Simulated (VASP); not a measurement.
# Mo3H2 (P-3m1) in VASP: a series of runs, part 2 of 2

VASP 6.6.1.

## (3) Single point, PBE

This run uses another cell than the first one, of 11.05 Å³/atom.

Input file INCAR:

```
SYSTEM = Mo3H2
PREC = Accurate
ENCUT = 520
EDIFF = 1E-7
ISMEAR = 0
SIGMA = 0.1
LREAL = .False.
LASPH = .True.
NELM = 80
ALGO = Normal
ISIF = 2
LWAVE = .False.
LCHARG = .False.
GGA = PE
NBANDS = 30
```

Input file KPOINTS:

```
Automatic mesh
0
Gamma
  6 6 4
  0 0 0
```

Input file POSCAR:

```
Mo3H2
1.0
    4.2850620111      0.0000000000      0.0000000000
   -2.1425310056      3.7109725584      0.0000000000
    0.0000000000      0.0000000000      3.4755155061
H Mo
2 3
Direct
    0.3333333333      0.6666666667      0.1837706279
    0.6666666667      0.3333333333      0.8162293721
    0.0000000000      0.0000000000      0.0000000000
    0.3333333333      0.6666666667      0.6849011420
    0.6666666667      0.3333333333      0.3150988580
```

Potentials or basis: VASP PAW PBE potentials, release 64 (H, Mo_sv).

Started as:

```sh
$ cat potpaw_PBE.64/H/POTCAR potpaw_PBE.64/Mo_sv/POTCAR > POTCAR
$ mpirun -np 1 vasp_std > vasp.out
```

OUTCAR:

```text
SYSTEM = Mo3H2
   PREC = Accurate
   ENCUT = 520
   EDIFF = 1E-7
   ISMEAR = 0
   LREAL = .False.
   LASPH = .True.
   NELM = 80
   ISIF = 2
   GGA = PE

 ion  position               nearest neighbor table
   1  0.333  0.667  0.184-   4 1.73   4 1.74
   2  0.667  0.333  0.816-   5 1.73   5 1.74
   3  0.000  0.000  0.000-   4 2.71   5 2.71   5 2.71   4 2.71   5 2.71   4 2.71   4 3.43   5 3.43
                             4 3.43   5 3.43   4 3.43   5 3.43
   4  0.333  0.667  0.685-   1 1.73   1 1.74   3 2.71   3 2.71   3 2.71   5 2.79   5 2.79   5 2.79
                             5 3.30   5 3.30   5 3.30   3 3.43   3 3.43   3 3.43
   5  0.667  0.333  0.315-   2 1.73   2 1.74   3 2.71   3 2.71   3 2.71   4 2.79   4 2.79   4 2.79
                             4 3.30   4 3.30   4 3.30   3 3.43   3 3.43   3 3.43

  LATTYP: Found a hexagonal cell.
 ALAT       =     4.2850620111
 C/A-ratio  =     0.8110770619

  Lattice vectors:

 A1 = (   4.2850620111,   0.0000000000,   0.0000000000)
 A2 = (  -2.1425310056,   3.7109725584,   0.0000000000)
 A3 = (   0.0000000000,   0.0000000000,   3.4755155061)

Analysis of symmetry for initial positions (statically):
[... 179 lines left out ...]

 val. band max:       11.0499000687   @ k =   0.3333   0.3333   0.5000
 cond. band min:      11.0667014160   @ k =   0.1667  -0.0000   0.0000
 fundamental gap:      0.0168013473
 Fermi energy:        11.0557938663

 k-point     1 :       0.0000    0.0000    0.0000
  band No.  band energies     occupation
      1     -50.3413      2.00000
      2     -50.0610      2.00000
      3     -50.0277      2.00000
      4     -24.6108      2.00000
      5     -24.6108      2.00000
      6     -24.4278      2.00000
[... 781 lines left out ...]
     29      12.6685      0.00000
     30      15.7266      0.00000

------------------------ aborting loop because EDIFF is reached ----------------------------------------

  FORCE on cell =-STRESS in cart. coord.  units (eV):
  Direction    XX          YY          ZZ          XY          YZ          ZX
  --------------------------------------------------------------------------------------
  -------------------------------------------------------------------------------------
  Total        0.0516339      0.0516339      0.0015555     -0.0000000      0.0000000      0.0000000
  in kB        1.4968610      1.4968610      0.0450930     -0.0000000      0.0000000      0.0000000
  external PRESSURE =       1.0129383 kB  Pullay stress =       0.0000000 kB

 VOLUME and BASIS-vectors are now :
 -----------------------------------------------------------------------------
  energy-cutoff  :      520.00
  volume of cell :       55.27
      direct lattice vectors                 reciprocal lattice vectors
     4.285062011  0.000000000  0.000000000     0.233368851  0.134735569  0.000000000
    -2.142531006  3.710972558  0.000000000     0.000000000  0.269471138  0.000000000
     0.000000000  0.000000000  3.475515506     0.000000000  0.000000000  0.287727101

 POSITION                                       TOTAL-FORCE (eV/Angst)
 -----------------------------------------------------------------------------------
     -0.00000      2.47398      0.63870        -0.000000      0.000000      0.007754
      2.14253      1.23699      2.83682        -0.000000      0.000000     -0.007754
      0.00000      0.00000      0.00000        -0.000000      0.000000      0.000000
     -0.00000      2.47398      2.38038        -0.000000      0.000000      0.013392
      2.14253      1.23699      1.09513         0.000000     -0.000000     -0.013392
 -----------------------------------------------------------------------------------
    total drift:                               -0.000000      0.000000      0.000000

  FREE ENERGIE OF THE ION-ELECTRON SYSTEM (eV)
  ---------------------------------------------------
  free  energy   TOTEN  =       -36.4927521710 eV

  energy  without entropy=      -36.4667135243  energy(sigma->0) =      -36.47973285
```

OSZICAR:

```text
N       E                     dE             d eps       ncg     rms          rms(c)
DAV:   1     0.467134291994E+03    0.46713E+03   -0.26563E+04  1448   0.152E+03
DAV:   2    -0.255036432447E+02   -0.49264E+03   -0.47904E+03  1610   0.470E+02
DAV:   3    -0.388588581821E+02   -0.13355E+02   -0.12768E+02  1796   0.745E+01
DAV:   4    -0.390395903874E+02   -0.18073E+00   -0.18016E+00  1494   0.724E+00
DAV:   5    -0.390411957946E+02   -0.16054E-02   -0.16052E-02  1664   0.740E-01    0.268E+01
DAV:   6    -0.368748277699E+02    0.21664E+01   -0.69409E+00  1548   0.179E+01    0.866E+00
DAV:   7    -0.373933414142E+02   -0.51851E+00   -0.62303E+00  1502   0.164E+01    0.738E+00
DAV:   8    -0.364955945096E+02    0.89775E+00   -0.19643E+00  1464   0.818E+00    0.140E+00
DAV:   9    -0.364925723535E+02    0.30222E-02   -0.42455E-02  1606   0.162E+00    0.374E-01
DAV:  10    -0.364927550333E+02   -0.18268E-03   -0.10160E-03  1638   0.273E-01    0.153E-01
DAV:  11    -0.364927550255E+02    0.78762E-08   -0.14884E-04  1604   0.795E-02    0.339E-02
DAV:  12    -0.364927528128E+02    0.22127E-05   -0.18823E-05  1482   0.397E-02    0.794E-03
DAV:  13    -0.364927523427E+02    0.47015E-06   -0.37381E-06  1650   0.150E-02    0.395E-03
DAV:  14    -0.364927522168E+02    0.12590E-06   -0.29394E-07  1160   0.488E-03    0.973E-04
DAV:  15    -0.364927521710E+02    0.45739E-07   -0.27987E-08   756   0.166E-03
   1 F= -.36492752E+02 E0= -.36479733E+02  d E =-.260386E-01
```

It took 54 s on 1 thread of Oxide Virtual Turin-like, shared host; peak memory 0.15 GiB.

What came out:

| Quantity | Value |
| --- | --- |
| Free energy | -36.4928 eV |
| Pressure | 0.1 GPa |
| Largest force | 0.013 eV/Å |
| Band gap on the k mesh | zero (bands 22 and 23 overlap by 0.95 eV) |

Forces on the atoms (eV/Å):
```
H    0.000  0.000  0.008
H    0.000  0.000 -0.008
Mo   0.000  0.000  0.000
Mo   0.000  0.000  0.013
Mo   0.000  0.000 -0.013
```

Stress tensor (GPa, compression positive):
```
0.15 0.00 0.00
0.00 0.15 0.00
0.00 0.00 0.00
```

Caveat: the k points lie up to 0.45 Å⁻¹ apart, too coarse for converged energies and pressures of a metal.

## (4) Single point, PBE

This run uses another cell than the first one, of 11.05 Å³/atom.

Input file INCAR:

```
SYSTEM = Mo3H2
ALGO = Normal
EDIFF = 1E-6
ENCUT = 520
GGA = PE
ISIF = 2
ISMEAR = 0
LASPH = .True.
LCHARG = .False.
LREAL = .False.
LWAVE = .False.
NBANDS = 30
NELM = 60
PREC = Accurate
SIGMA = 0.1
```

Input file KPOINTS:

```
k-points
0
Gamma
  6 6 6
  0 0 0
```

Input file POSCAR:

```
Mo3H2
1.0
    4.3145508113      0.0000000000      0.0000000000
   -2.1572754057      3.7365106085      0.0000000000
    0.0000000000      0.0000000000      3.4269042551
H Mo
2 3
Direct
    0.3333333333      0.6666666667      0.1908675831
    0.6666666667      0.3333333333      0.8091324169
    0.0000000000      0.0000000000      0.0000000000
    0.3333333333      0.6666666667      0.6918831240
    0.6666666667      0.3333333333      0.3081168760
```

Potentials or basis: VASP PAW PBE potentials, release 64 (H, Mo_sv).

Started as:

```sh
$ cat potpaw_PBE.64/H/POTCAR potpaw_PBE.64/Mo_sv/POTCAR > POTCAR
$ mpirun -np 1 vasp_std > vasp.out
```

OUTCAR:

```text
SYSTEM = Mo3H2
   EDIFF = 1E-6
   ENCUT = 520
   GGA = PE
   ISIF = 2
   ISMEAR = 0
   LASPH = .True.
   LREAL = .False.
   NELM = 60
   PREC = Accurate

 ion  position               nearest neighbor table
   1  0.333  0.667  0.191-   4 1.71   4 1.72
   2  0.667  0.333  0.809-   5 1.71   5 1.72
   3  0.000  0.000  0.000-   4 2.71   5 2.71   5 2.71   4 2.71   5 2.71   4 2.71   4 3.44   5 3.44
                             4 3.44   5 3.44   4 3.44   5 3.44
[... 1001 lines left out ...]
  -------------------------------------------------------------------------------------
  Total        0.2330220      0.2330220      0.2276711     -0.0000000      0.0000000      0.0000000
  in kB        6.7577740      6.7577740      6.6025964     -0.0000000      0.0000000      0.0000000
  external PRESSURE =       6.7060481 kB  Pullay stress =       0.0000000 kB

 VOLUME and BASIS-vectors are now :
 -----------------------------------------------------------------------------
  energy-cutoff  :      520.00
  volume of cell :       55.25
      direct lattice vectors                 reciprocal lattice vectors
     4.314550811  0.000000000  0.000000000     0.231773838  0.133814688  0.000000000
    -2.157275406  3.736510609  0.000000000     0.000000000  0.267629375  0.000000000
     0.000000000  0.000000000  3.426904255     0.000000000  0.000000000  0.291808561

 POSITION                                       TOTAL-FORCE (eV/Angst)
 -----------------------------------------------------------------------------------
     -0.00000      2.49101      0.65408         0.000000     -0.000000      0.003404
      2.15728      1.24550      2.77282         0.000000      0.000000     -0.003404
      0.00000      0.00000      0.00000         0.000000      0.000000      0.000000
     -0.00000      2.49101      2.37102        -0.000000     -0.000000     -0.039278
      2.15728      1.24550      1.05589         0.000000      0.000000      0.039278
 -----------------------------------------------------------------------------------
    total drift:                               -0.000000      0.000000     -0.000000

  FREE ENERGIE OF THE ION-ELECTRON SYSTEM (eV)
  ---------------------------------------------------
  free  energy   TOTEN  =       -36.5494077738 eV

  energy  without entropy=      -36.5336343107  energy(sigma->0) =      -36.54152104
```

Wall time 74 s (1 thread of Oxide Virtual Turin-like, shared host); peak memory 0.16 GiB.

What came out:

```yaml
Free_energy: -36.5494 eV
Pressure: 0.7 GPa
Largest_force: 0.039 eV/Å
Band_gap_on_the_k_mesh: zero (bands 22 and 23 overlap by 1.02 eV)
```

Forces in eV/Å, atoms in the order of the input:
```
H    0.000  0.000  0.003
H    0.000  0.000 -0.003
Mo   0.000  0.000  0.000
Mo   0.000  0.000 -0.039
Mo   0.000  0.000  0.039
```

Levels at points of the mesh, in eV from the Fermi level:
| k point | band 19 | band 20 | band 21 | band 22 | band 23 | band 24 | band 25 | band 26 |
| --- | --- | --- | --- | --- | --- | --- | --- | --- |
| (0.00, 0.00, 0.00) | -2.66 | -2.22 | -2.22 | -0.65 | 0.77 | 0.77 | 1.06 | 1.06 |
| (0.50, 0.00, 0.00) | -2.00 | -1.94 | -1.29 | -0.64 | 0.34 | 0.73 | 0.91 | 1.24 |
| (0.00, 0.00, 0.50) | -2.80 | -2.80 | -0.50 | 0.24 | 1.70 | 1.88 | 1.96 | 1.96 |
| (0.50, 0.00, 0.50) | -2.67 | -2.36 | -1.52 | 0.31 | 0.70 | 0.71 | 1.06 | 1.16 |

## (5) Relaxation of cell and atoms, PBE

Input file INCAR:

```
SYSTEM = Mo3H2
PREC = Accurate ; ENCUT = 600
EDIFF = 1E-6 ; ISMEAR = 0
SIGMA = 0.1 ; LREAL = .FALSE.
LASPH = .TRUE. ; NELM = 80
ALGO = Normal ; ISIF = 3
LWAVE = .FALSE. ; LCHARG = .FALSE.
GGA = PE ; IBRION = 2
NSW = 90 ; EDIFFG = -0.04
```

Input file KPOINTS:

```
Automatic mesh
0
G
  6 6 4
  0 0 0
```

Input file POSCAR:

```
Mo3H2
1.0
    3.7257723490      0.0000000000      0.0000000000
   -1.8628861745      3.2266135029      0.0000000000
    0.0000000000      0.0000000000      4.4985265202
H Mo
2 3
Direct
    0.3333333333      0.6666666667      0.1380000000
    0.6666666667      0.3333333333      0.8620000000
    0.0000000000      0.0000000000      0.0000000000
    0.3333333333      0.6666666667      0.6250000000
    0.6666666667      0.3333333333      0.3750000000
```

Started as:

```sh
$ cat potpaw_PBE.64/H/POTCAR potpaw_PBE.64/Mo_sv/POTCAR > POTCAR
$ mpirun -np 1 vasp_std > vasp.out
```

Wall time 21 min (1 thread of Oxide Virtual Turin-like, shared host); peak memory 0.18 GiB.

It converged, with:

| Property | Result |
| --- | --- |
| Free energy | -36.4840 eV |
| Relaxed volume | 11.08 Å³/atom |
| Relaxed cell | a = 4.302 Å, b = 4.302 Å, c = 3.457 Å, α = 90.00°, β = 90.00°, γ = 120.00° |
| Space group after relaxing (to 0.1 Å) | P-3m1 (No. 164) |
| Energy gained by relaxing | 262.5 meV/atom |
| Ionic steps | 38 |
| Pressure after relaxing | 0.0 GPa |
| Largest force after relaxing | 0.032 eV/Å |
| Band gap on the k mesh | zero (bands 22 and 23 overlap by 0.99 eV) |

Forces on the atoms (eV/Å):
```
H    0.000  0.000 -0.032
H    0.000  0.000  0.032
Mo   0.000  0.000  0.000
Mo   0.000  0.000  0.005
Mo   0.000  0.000 -0.005
```

Stress tensor (GPa, compression positive):
```
-0.21  0.00  0.00
 0.00 -0.21  0.00
 0.00  0.00  0.40
```

The path:
| step | energy change (eV) | largest force (eV/Å) | pressure (GPa) | volume (Å³) |
| --- | --- | --- | --- | --- |
| 1 | 0.0000 | 2.2760 | 9.14 | 54.08 |
| 2 | -0.2696 | 0.5511 | -10.76 | 59.04 |
| 3 | -0.2973 | 0.7755 | -6.94 | 57.78 |
| 4 | -0.4309 | 0.1448 | 0.36 | 55.44 |
| 5 | -0.4313 | 0.1558 | 0.80 | 55.32 |
| 6 | -0.4313 | 0.1603 | 0.99 | 55.27 |
| 7 | -0.4413 | 0.1817 | 0.06 | 55.54 |
| 8 | -0.4718 | 0.2494 | -2.52 | 56.30 |
| 9 | -0.5901 | 0.3814 | -7.05 | 57.73 |
| 10 | -0.8670 | 0.5838 | -13.89 | 60.12 |
| 11 | -0.8999 | 0.6717 | -14.96 | 60.66 |
| 12 | -0.8812 | 0.5917 | -14.28 | 60.30 |
| 13 | -0.8819 | 0.5920 | -14.30 | 60.31 |
| 14 | -0.8838 | 0.5925 | -14.37 | 60.34 |
| 15 | -0.8875 | 0.5940 | -14.50 | 60.41 |
| 16 | -0.8934 | 0.5992 | -14.79 | 60.54 |
| 17 | -0.8997 | 0.6649 | -15.24 | 60.80 |
| 18 | -0.9067 | 0.6693 | -15.12 | 60.74 |
| 19 | -0.9274 | 0.6820 | -14.71 | 60.56 |
| 20 | -0.9672 | 0.7063 | -13.91 | 60.21 |
| 21 | -1.0403 | 0.7476 | -12.20 | 59.50 |
| 22 | -1.1591 | 0.7810 | -8.38 | 58.10 |
| 23 | -1.2783 | 0.7192 | 0.91 | 55.35 |
| 24 | -1.2797 | 0.7132 | 2.37 | 54.96 |
| 25 | -1.2909 | 0.5416 | 2.16 | 54.99 |
| 26 | -1.3049 | 0.1109 | 1.68 | 55.07 |
| 27 | -1.3068 | 0.0952 | 0.91 | 55.27 |
| 28 | -1.3078 | 0.0699 | -0.33 | 55.60 |
| 29 | -1.3078 | 0.0732 | -0.19 | 55.56 |
| 30 | -1.3080 | 0.0631 | -0.16 | 55.55 |
| 31 | -1.3086 | 0.0696 | -0.11 | 55.54 |
| 32 | -1.3092 | 0.1174 | 0.01 | 55.51 |
| 33 | -1.3094 | 0.1028 | 0.03 | 55.50 |
| 34 | -1.3101 | 0.0616 | 0.00 | 55.49 |
| 35 | -1.3108 | 0.0597 | 0.01 | 55.46 |
| 36 | -1.3109 | 0.0842 | 0.01 | 55.45 |
| 37 | -1.3114 | 0.0708 | 0.03 | 55.44 |
| 38 | -1.3124 | 0.0324 | -0.01 | 55.41 |

Final structure:
```xyz
5
Lattice="4.3019 0.0000 0.0000 -2.1509 3.7255 0.0000 0.0000 0.0000 3.4574" Properties=species:S:1:pos:R:3 pbc="T T T"
H     0.0000    2.4837    0.6660
H     2.1509    1.2418    2.7914
Mo    0.0000    0.0000    0.0000
Mo    0.0000    2.4837    2.3970
Mo    2.1509    1.2418    1.0604
```

Levels at points of the mesh, in eV from the Fermi level:
```
           k point  band 19  band 20  band 21  band 22  band 23  band 24  band 25  band 26
(0.00, 0.00, 0.00)    -2.66    -2.19    -2.19    -0.54     0.79     0.79     1.08     1.99
(0.50, 0.00, 0.00)    -1.92    -1.92    -1.29    -0.63     0.38     0.74     0.91     1.29
(0.00, 0.00, 0.50)    -2.77    -2.77    -0.60     0.30     1.73     1.80     2.08     2.08
(0.50, 0.00, 0.50)    -2.61    -2.34    -1.47     0.25     0.63     0.73     1.09     1.21
```

Caveat: a cell axis changed by over 15 % at a fixed basis, so the end point is rough.

## (6) The runs side by side

```csv
task,cell,k mesh,cutoff (eV),gap on the mesh (eV),pressure (GPa),largest force (eV/Å)
single point,"a = 3.726, b = 3.726, c = 4.499 Å, angles 90.0, 90.0, 120.0°, 5 atoms, atomic positions A",6 × 6 × 4,520,none,9.2,2.28
single point,"a = 4.285, b = 4.285, c = 3.476 Å, angles 90.0, 90.0, 120.0°, 5 atoms, atomic positions B",6 × 6 × 4,520,none,0.1,0.01
single point,"a = 4.315, b = 4.315, c = 3.427 Å, angles 90.0, 90.0, 120.0°, 5 atoms, atomic positions C",6 × 6 × 6,520,none,0.7,0.04
relaxation of cell and atoms,"relaxed from a = 3.726, b = 3.726, c = 4.499 Å, angles 90.0, 90.0, 120.0°, 5 atoms, atomic positions A",6 × 6 × 4,600,none,0.0,0.03
```

Alike in all rows: level PBE; potentials or basis VASP PAW PBE potentials, release 64 (H, Mo_sv); no spin polarisation; smearing gaussian 0.1 eV.

Caveats: some runs use coarse meshes; the stress differs along the axes, from 3 to 12 GPa (at least some runs); forces of over 1 eV/Å act on the atoms, so gaps and moduli don't describe the material at rest (at least some runs); a cell axis changed by over 15 % at a fixed basis, so the end point is rough (at least some runs).

Total energies depend on the potentials used, so only differences within one code and one set of settings carry meaning.

The gap in the log of VASP goes by the Fermi energy; the results here count the filled bands.